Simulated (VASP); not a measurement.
A run of VASP 6.6.1:

The input INCAR:

```
PREC = Accurate
ENCUT = 520
EDIFF = 1E-6
ISMEAR = -1
SIGMA = 0.1
LREAL = F
LASPH = T
NELM = 60
ALGO = Normal
ISIF = 2
LWAVE = F
LCHARG = F
GGA = CA
NBANDS = 16
```

Contents of KPOINTS:

```
Automatic mesh
0
Gamma
  11 11 11
```

The input POSCAR:

```
TiN
1.0
    0.0000000000      2.0830778061      2.0830778061
    2.0830778061      0.0000000000      2.0830778061
    2.0830778061      2.0830778061      0.0000000000
Ti N
1 1
Direct
    0.0000000000      0.0000000000      0.0000000000
    0.5000000000      0.5000000000      0.5000000000
```

Potentials or basis: VASP PAW LDA potentials, release 64 (Ti_sv, N).

Command:

```console
$ cat potpaw_LDA.64/Ti_sv/POTCAR potpaw_LDA.64/N/POTCAR > POTCAR
$ mpirun -np 1 vasp_std > vasp.out
```

Hardware: 1 thread of Intel(R) Xeon(R) Platinum 8375C CPU @ 2.90GHz (Ice Lake), on a shared host.

**Question.** Estimate the wall time of this run.

**Answer.** It took 11 s on 1 thread of Intel(R) Xeon(R) Platinum 8375C CPU @ 2.90GHz (Ice Lake), on a shared host, peak memory 0.14 GiB. Counts: scf iterations 15, k points 56.
